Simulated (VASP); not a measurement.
Crystal: TiTe2.

```
Te Ti
1.0
     3.85108    0.00000    0.00000
    -1.92554    3.33513    0.00000
     0.00000    0.00000    6.62544
Te Ti
2 1
Direct
  0.33333 0.66667 0.73720
  0.66667 0.33333 0.26280
  0.00000 0.00000 0.00000
```

Base run:

* Program: VASP 6.6.1
* Functional: r2SCAN
* Potentials or basis: VASP PAW PBE potentials, release 64 (Te, Ti_sv)
* Cutoff: 520 eV
* k mesh: 8 × 8 × 4
* Occupations: fermi-dirac, width 0.05 eV
* Spin: no spin polarisation

Its results: band gap on the k mesh zero (band 12 reaches 6.53 eV, above the bottom of band 13 at 6.00 eV); pressure -2.6 GPa; largest force 0.664 eV/Å.

Q: After a change of settings the same cell gave: band gap on the k mesh zero (band 12 reaches 6.31 eV, above the bottom of band 13 at 5.73 eV); pressure -6.9 GPa; largest force 0.712 eV/Å. Which change was it?
A. functional from r2SCAN to PBE
B. functional from r2SCAN to LDA; potentials or basis from VASP PAW PBE potentials, release 64 (Te, Ti_sv) to VASP PAW LDA potentials, release 64 (Te, Ti_sv)
C. functional from r2SCAN to PBEsol

A: B.

Caveats: spin-orbit coupling is left out, which moves the levels of the heavy elements; the PAW data sets were made with another functional, which shifts forces and pressure a little (some runs).
